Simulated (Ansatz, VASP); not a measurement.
**PbO2 in VASP and in Ansatz**

File INCAR:

```
ALGO = Normal ; EDIFF = 1E-6
ENCUT = 600 ; GGA = PE
GGA_COMPAT = False ; ISIF = 2
ISMEAR = 0 ; LASPH = True
LCHARG = False ; LREAL = False
LWAVE = False ; NBANDS = 35
NELM = 120 ; PREC = Accurate
SIGMA = 0.1
```

KPOINTS

```
k-points
0
Gamma
  8 8 10
```

The input POSCAR:

```
PbO2
1.0
    4.9786413899      0.0000000000      0.0000000000
    0.0000000000      4.9786413899      0.0000000000
    0.0000000000      0.0000000000      3.5981195777
Pb O
2 4
Direct
    0.0000000000      0.0000000000      0.0000000000
    0.5000000000      0.5000000000      0.5000000000
    0.3082255143      0.3082255143      0.0000000000
    0.1917744857      0.8082255143      0.5000000000
    0.6917744857      0.6917744857      0.0000000000
    0.8082255143      0.1917744857      0.5000000000
```

Input for Ansatz:

```yaml
crystal:
  lattice:
    - [4.9786413899, 0.0, 0.0]
    - [0.0, 4.9786413899, 0.0]
    - [0.0, 0.0, 3.5981195777]
  atoms:
    - { symbol: Pb, position: [0.0, 0.0, 0.0] }
    - { symbol: Pb, position: [0.5, 0.5, 0.5] }
    - { symbol: O, position: [0.3082255143, 0.3082255143, 0.0] }
    - { symbol: O, position: [0.1917744857, 0.8082255143, 0.5] }
    - { symbol: O, position: [0.6917744857, 0.6917744857, 0.0] }
    - { symbol: O, position: [0.8082255143, 0.1917744857, 0.5] }
basis:
  ecutwfc: 420
kpoints:
  mp_grid: { grid: [8, 8, 10] }
  band_path: { path: [VBM, CBM], npoints: 2 }
hamiltonian:
  xc: pbe
scf:
  occupations: { method: gaussian, width: 0.1 }
output:
  forces: true
  stress: true
  eigenvalues: true
checkpoint:
  read: start.run
  write: ck
  compress: false
  write_wavefunctions: false
  write_every: 100000
```

Alike in both runs: task single point; functional PBE; k mesh 8 × 8 × 10; occupations gaussian, width 0.1 eV; no spin polarisation.

```csv
,VASP,Ansatz
version,VASP 6.6.1,Ansatz 0.2.0
potentials or method,"VASP PAW PBE potentials, release 64 (Pb_d, O), cutoff 600 eV","scalar-relativistic, plane waves, PAW"
valence electrons in the cell,52,52
```

Ansatz gave:

- gap on the k mesh at the Fermi level (eV): 0.03
- least direct gap on the mesh (eV): 0.03
- pressure (GPa): -1.7
- traceless stress, the component that is largest in VASP (GPa): -3.47

Problem. Which values does VASP return?

Solution. gap on the k mesh at the Fermi level (eV): 0.02; least direct gap on the mesh (eV): 0.02; pressure (GPa): -1.7; traceless stress, the component that is largest in VASP (GPa): -3.42.

Ansatz's warnings: band edges overlap.

Neither program's run includes spin-orbit coupling.
